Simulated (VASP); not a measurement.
# MgSi2N (R-3m) in VASP: a series of runs, part 2 of 2

VASP 6.6.1.

## 3. Relaxation of cell and atoms, PBE

This run uses another cell than the first one, of 15.28 Å³/atom, 1.186 times its volume.

File INCAR:

```
PREC = Accurate
ENCUT = 600
EDIFF = 1E-7
ISMEAR = 0
SIGMA = 0.1
LREAL = F
LASPH = T
NELM = 80
ALGO = Normal
ISIF = 3
LWAVE = F
LCHARG = F
GGA = PE
IBRION = 2
NSW = 90
EDIFFG = -0.04
```

File KPOINTS:

```
Automatic mesh
0
Gamma
  6 6 6
```

File POSCAR:

```
MgSi2N
1.0
    2.1352834800      1.2328064900      3.8693127000
   -2.1352834800      1.2328064900      3.8693127000
    0.0000000000     -2.4656129900      3.8693127000
Mg Si N
1 2 1
Direct
    0.5000000000      0.5000000000      0.5000000000
    0.3310909800      0.3310909800      0.3310909800
    0.6689090200      0.6689090200      0.6689090200
    0.0000000000      0.0000000000      0.0000000000
```

Potentials or basis: VASP PAW PBE potentials, release 64 (Mg, Si, N).

Started as:

```bash
$ cat potpaw_PBE.64/Mg/POTCAR potpaw_PBE.64/Si/POTCAR potpaw_PBE.64/N/POTCAR > POTCAR
$ mpirun -np 1 vasp_std > vasp.out
```

OUTCAR:

```text
PREC = Accurate
   ENCUT = 600
   EDIFF = 1E-7
   ISMEAR = 0
   LREAL = F
   LASPH = T
   NELM = 80
   ISIF = 3
   GGA = PE
   IBRION = 2
   NSW = 90
   EDIFFG = -0.04

 ion  position               nearest neighbor table
   1  0.500  0.500  0.500-   2 1.96   3 1.96   2 3.12   2 3.12   3 3.12   3 3.12   2 3.12   3 3.12

   2  0.331  0.331  0.331-   1 1.96   3 2.47   3 2.47   3 2.47   1 3.12   1 3.12   1 3.12
   3  0.669  0.669  0.669-   1 1.96   2 2.47   2 2.47   2 2.47   1 3.12   1 3.12   1 3.12
   4  0.000  0.000  0.000-

  LATTYP: Found a trigonal (rhomboedric) cell.
 ALAT       =     4.5881181493
 COS(alpha) =     0.5668165156

  Lattice vectors:

 A1 = (   2.1352834800,   1.2328064900,   3.8693127000)
 A2 = (  -2.1352834800,   1.2328064900,   3.8693127000)
 A3 = (   0.0000000000,  -2.4656129900,   3.8693127000)

Analysis of symmetry for initial positions (statically):
=====================================================================
 Subroutine PRICEL returns:
 Original cell was already a primitive cell.

 Routine SETGRP: Setting up the symmetry group for a
 trigonal (rhombohedral) supercell.

 Subroutine GETGRP returns: Found 12 space group operations
 (whereof 12 operations were pure point group operations)
 out of a pool of 12 trial point group operations.

The static configuration has the point symmetry D_3d.

Analysis of symmetry for dynamics (positions and initial velocities):
=====================================================================
 Subroutine PRICEL returns:
 Original cell was already a primitive cell.

 Routine SETGRP: Setting up the symmetry group for a
 trigonal (rhombohedral) supercell.

 Subroutine GETGRP returns: Found 12 space group operations
 (whereof 12 operations were pure point group operations)
 out of a pool of 12 trial point group operations.

The dynamic configuration has the point symmetry D_3d.

 Subroutine INISYM returns: Found 12 space group operations
 (whereof 12 operations are pure point group operations),
 and found     1 'primitive' translations

----------------------------------------------------------------------------------------

                                     Primitive cell

  volume of cell :      61.1133

  direct lattice vectors                    reciprocal lattice vectors
     2.135283480  1.232806490  3.869312700     0.234160946  0.135192885  0.086147944
    -2.135283480  1.232806490  3.869312700    -0.234160946  0.135192885  0.086147944
     0.000000000 -2.465612990  3.869312700     0.000000000 -0.270385770  0.086147944

  length of vectors
     4.588118149  4.588118149  4.588118153     0.283777965  0.283777965  0.283777964

  position of ions in fractional coordinates (direct lattice)
     0.500000000  0.500000000  0.500000000
     0.331090980  0.331090980  0.331090980
     0.668909020  0.668909020  0.668909020
     0.000000000  0.000000000  0.000000000

  ion indices of the primitive-cell ions
   primitive index   ion index
                 1           1
                 2           2
                 3           3
                 4           4

----------------------------------------------------------------------------------------

 KPOINTS: Automatic mesh

Automatic generation of k-mesh.
[... 23 lines left out ...]
  0.000000  0.000000  0.000000      1.000000
  0.166667 -0.000000  0.000000      6.000000
  0.333333 -0.000000  0.000000      6.000000
  0.500000 -0.000000  0.000000      3.000000
  0.166667  0.166667  0.000000      6.000000
  0.333333  0.166667  0.000000     12.000000
[... 16 lines left out ...]
  0.500000  0.500000  0.166667      6.000000
 -0.333333  0.500000  0.166667     12.000000
 [... further k-points ...]
   k-points           NKPTS =     32   k-points in BZ     NKDIM =     32   number of bands    NBANDS=     11
   number of dos      NEDOS =    301   number of ions     NIONS =      4
   total plane-waves  NPLWV =  64000
   dimension x,y,z NGX =    40 NGY =   40 NGZ =   40
   dimension x,y,z NGXF=    80 NGYF=   80 NGZF=   80
   ions per type =               1   2   1
   NGX,Y,Z   is equivalent  to a cutoff of  14.49, 14.49, 14.49 a.u.
   NGXF,Y,Z  is equivalent  to a cutoff of  28.99, 28.99, 28.99 a.u.
 SYSTEM =  unknown system
   PREC   = accura    normal or accurate (medium, high low for compatibility)
   ISTART =      0    job   : 0-new  1-cont  2-samecut
   ICHARG =      2    charge: 1-file 2-atom 10-const
   ISPIN  =      1    spin polarized calculation?
   LNONCOLLINEAR =      F non collinear calculations
   LSORBIT =      F    spin-orbit coupling
   LASPH  =      T    aspherical Exc in radial PAW
   ENCUT  =  600.0 eV  44.10 Ry    6.64 a.u.   9.16  9.16  9.16*2*pi/ulx,y,z
   NELM   =     80;   NELMIN=  2; NELMDL= -5     # of ELM steps
   EDIFF  = 0.1E-06   stopping-criterion for ELM
   LREAL  =      F    real-space projection
   EDIFFG = -.4E-01   stopping-criterion for IOM
   NSW    =     90    number of steps for IOM
   IBRION =      2    ionic relax: 0-MD 1-quasi-New 2-CG
   NFREE  =      1    steps in history (QN), initial steepest desc. (CG)
   ISIF   =      3    stress and relaxation
   ISYM   =      2    0-nonsym 1-usesym 2-fastsym
   POTIM  = 0.5000    time-step for ionic-motion
   TEBEG  =    0.0;   TEEND  =   0.0 temperature during run
   PSTRESS=    0.0 pullay stress
   NELECT =      15.0000    total number of electrons
   NUPDOWN=      -1.0000    fix difference up-down
   EMIN   =  10.00;   EMAX   =-10.00  energy-range for DOS
   EFERMI =   0.00;   METHOD = LEGACY
   ISMEAR =     0;   SIGMA  =   0.10  broadening in eV -4-tet -1-fermi 0-gaus
   EFERMI_NEDOS =   21; number of points for ismear=-14 and -15
   IALGO  =     38    algorithm
   IMIX   =      4    mixing-type and parameters
     AMIX     =   0.40;   BMIX     =  1.00
     AMIX_MAG =   1.60;   BMIX_MAG =  1.00
  volume/ion in A,a.u.               =      15.28       103.10
  Fermi-wavevector in a.u.,A,eV,Ry     =   1.025007  1.936982 14.294810  1.050639
  Thomas-Fermi vector in A             =   2.158824
   LORBIT       =      0    0 simple, 1 ext, 2 COOP (PROOUT), +10 PAW based schemes
   GGA     = PE    functional components
   LHFCALC =     F    Hartree Fock is set to
   AEXX    =    0.0000 exact exchange contribution
   IVDW    =     0    specifies the selected vdW correction
   LEPSILON=     F    determine dielectric tensor
   LRPA    =     F    only Hartree local field effects (RPA)
 conjugate gradient relaxation of ions
 non-spin polarized calculation
 Gauss-broadening in eV      SIGMA  =   0.10
  energy-cutoff  :      600.00
  volume of cell :       61.11
 maximum number of plane-waves:      2079
 NGX is ok and might be reduce to    40
   NGX = 19   NGY = 19   NGZ = 19

--------------------------------------- Ionic step        1  -------------------------------------------

 number of electron      15.0000000 magnetization

 Free energy of the ion-electron system (eV)
  ---------------------------------------------------
  ext. energy  EPLUGINS =         0.00000000
  ---------------------------------------------------
  free energy    TOTEN  =       -12.24430898 eV

  energy without entropy =      -12.23395750  energy(sigma->0) =      -12.23913324

------------------------ aborting loop because EDIFF is reached ----------------------------------------

  FORCE on cell =-STRESS in cart. coord.  units (eV):
  Direction    XX          YY          ZZ          XY          YZ          ZX
  --------------------------------------------------------------------------------------
  -------------------------------------------------------------------------------------
  Total       -4.4274306     -4.4274307     36.1763491     -0.0000000     -0.0000000      0.0000000
  in kB     -116.0718260   -116.0718262    948.4179956     -0.0000000     -0.0000008      0.0000000
  external PRESSURE =     238.7581145 kB  Pullay stress =       0.0000000 kB
[... 776 lines left out ...]
  band No.  band energies     occupation
      1      -8.8670      2.00000
      2      -4.2320      2.00000
      3      -2.0867      2.00000
      4       0.8699      2.00000
      5       2.7357      2.00000
      6       3.4047      2.00000
      7       4.9694      2.00000
      8       5.8118      0.18958
      9       7.5716      0.00000
     10       8.8422      0.00000
     11      10.1787      0.00000

 [... further k-points ...]

[... ionic steps 4 to 16 ...]

--------------------------------------- Ionic step       17  -------------------------------------------

 number of electron      14.9999999 magnetization

------------------------ aborting loop because EDIFF is reached ----------------------------------------
[... 71 lines left out ...]
--------------------------------------- Ionic step       19  -------------------------------------------

 number of electron      14.9999999 magnetization

 Free energy of the ion-electron system (eV)
  ---------------------------------------------------
  ext. energy  EPLUGINS =         0.00000000
  ---------------------------------------------------
  free energy    TOTEN  =       -17.78339732 eV

  energy without entropy =      -17.77700844  energy(sigma->0) =      -17.78020288

 E-fermi :   6.7038     XC(G=0): -10.1454

 val. band max:        6.6540675558   @ k =   0.0000   0.0000   0.0000
 cond. band min:       6.7193239782   @ k =   0.1667  -0.0000   0.0000
 fundamental gap:      0.0652564224
 Fermi energy:         6.7037565734
[... 367 lines left out ...]
  FREE ENERGIE OF THE ION-ELECTRON SYSTEM (eV)
  ---------------------------------------------------
  free  energy   TOTEN  =       -17.7833973183 eV

  energy  without entropy=      -17.7770084432  energy(sigma->0) =      -17.78020288

 reached required accuracy - stopping structural energy minimisation
```

OSZICAR:

```text
N       E                     dE             d eps       ncg     rms          rms(c)
DAV:   1     0.442666338876E+02    0.44267E+02   -0.62457E+03   704   0.124E+03
DAV:   2    -0.916447696643E+01   -0.53431E+02   -0.49809E+02  1005   0.166E+02
DAV:   3    -0.131756769510E+02   -0.40112E+01   -0.37701E+01   921   0.453E+01
DAV:   4    -0.132763495064E+02   -0.10067E+00   -0.99290E-01   891   0.729E+00
[... 198 lines left out ...]
DAV:   4    -0.177833973786E+02    0.33881E-04   -0.98067E-05   782   0.759E-02    0.127E-02
DAV:   5    -0.177833966623E+02    0.71632E-06   -0.73125E-06   832   0.253E-02    0.762E-03
DAV:   6    -0.177833971985E+02   -0.53617E-06   -0.86505E-07   774   0.894E-03    0.176E-03
DAV:   7    -0.177833973333E+02   -0.13480E-06   -0.65461E-08   418   0.286E-03    0.401E-04
DAV:   8    -0.177833973183E+02    0.14992E-07   -0.24215E-08   376   0.134E-03
  19 F= -.17783397E+02 E0= -.17780203E+02  d E =-.709543E-03
```

CONTCAR:

```text
MgSi2N
   1.00000000000000
     1.8037992963040062    1.0414240063014408    5.3230667794474842
    -1.8037992963040062    1.0414240063014408    5.3230667794474842
    -0.0000000000000000   -2.0828480238482898    5.3230667804412590
  Mg              Si              N
     1     2     1
Direct
     0.5000000000000000    0.5000000000000000    0.5000000000000000
     0.2883058771466142    0.2883058771466142    0.2883058771473683
     0.7116941228533857    0.7116941228533857    0.7116941228526319
     0.0000000000000000    0.0000000000000000    0.0000000000000000

  0.00000000E+00  0.00000000E+00  0.00000000E+00
  0.00000000E+00  0.00000000E+00  0.00000000E+00
  0.00000000E+00  0.00000000E+00  0.00000000E+00
  0.00000000E+00  0.00000000E+00  0.00000000E+00
```

Run time: 5.5 min. Hardware: 1 thread of Intel Xeon Platinum 8559C (Emerald Rapids), shared host; peak memory 0.26 GiB.

Results:

* Free energy: -17.7834 eV
* Relaxed volume: 15.00 Å³/atom
* Relaxed cell: a = 5.716 Å, b = 5.716 Å, c = 5.716 Å, α = 36.79°, β = 36.79°, γ = 36.79°
* Space group after relaxing (to 0.05 Å): R-3m (No. 166)
* Energy gained by relaxing: 1384.8 meV/atom
* Ionic steps: 19
* Pressure after relaxing: 0.2 GPa
* Largest force after relaxing: 0.019 eV/Å

Forces on the atoms (eV/Å):
```
Mg   0.000  0.000  0.000
Si   0.000  0.000 -0.019
Si   0.000  0.000  0.019
N    0.000  0.000  0.000
```

The path:
```tsv
step	energy change (eV)	largest force (eV/Å)	pressure (GPa)	volume (Å³)
1	0.0000	9.3737	23.88	61.11
2	-4.4885	0.1376	-13.62	78.65
3	-4.6510	0.3620	-9.01	71.18
4	-4.6599	0.2828	-9.74	71.92
5	-5.1948	0.8732	-2.40	62.64
6	-5.2392	1.1038	1.43	60.03
7	-5.2397	1.1398	2.04	59.67
8	-5.3623	0.7378	2.15	58.93
9	-5.4427	0.4734	2.63	58.11
10	-5.4183	0.8496	4.58	56.42
11	-5.4775	0.2034	3.04	57.56
12	-5.4758	0.2960	3.60	57.02
13	-5.4827	0.0199	3.25	57.30
14	-5.5098	0.2638	-1.62	60.57
15	-5.5124	0.2120	-0.58	59.79
16	-5.5306	0.0716	-0.47	60.05
17	-5.5383	0.0666	-0.27	60.30
18	-5.5384	0.0775	-0.25	60.32
19	-5.5391	0.0195	0.20	60.00
```

Final structure:
```xyz
4
Lattice="1.8038 1.0414 5.3231 -1.8038 1.0414 5.3231 0.0000 -2.0828 5.3231" Properties=species:S:1:pos:R:3 pbc="T T T"
Mg    0.0000    0.0000    7.9846
Si    0.0000    0.0000    4.6040
Si    0.0000    0.0000   11.3652
N     0.0000    0.0000    0.0000
```

Levels at points of the mesh, in eV from the Fermi level:
| k point | band 5 | band 6 | band 7 | band 8 | band 9 | band 10 |
| --- | --- | --- | --- | --- | --- | --- |
| (0.00, 0.00, 0.00) | -4.91 | -3.55 | -0.30 | -0.30 | -0.05 | 3.08 |
| (0.50, 0.00, 0.00) | -5.02 | -3.21 | -2.08 | 0.15 | 0.68 | 2.00 |
| (0.50, 0.50, 0.00) | -5.48 | -4.04 | -1.86 | 1.69 | 1.86 | 3.17 |
| (0.50, 0.50, 0.50) | -4.93 | -1.98 | -0.45 | -0.28 | -0.28 | 2.82 |
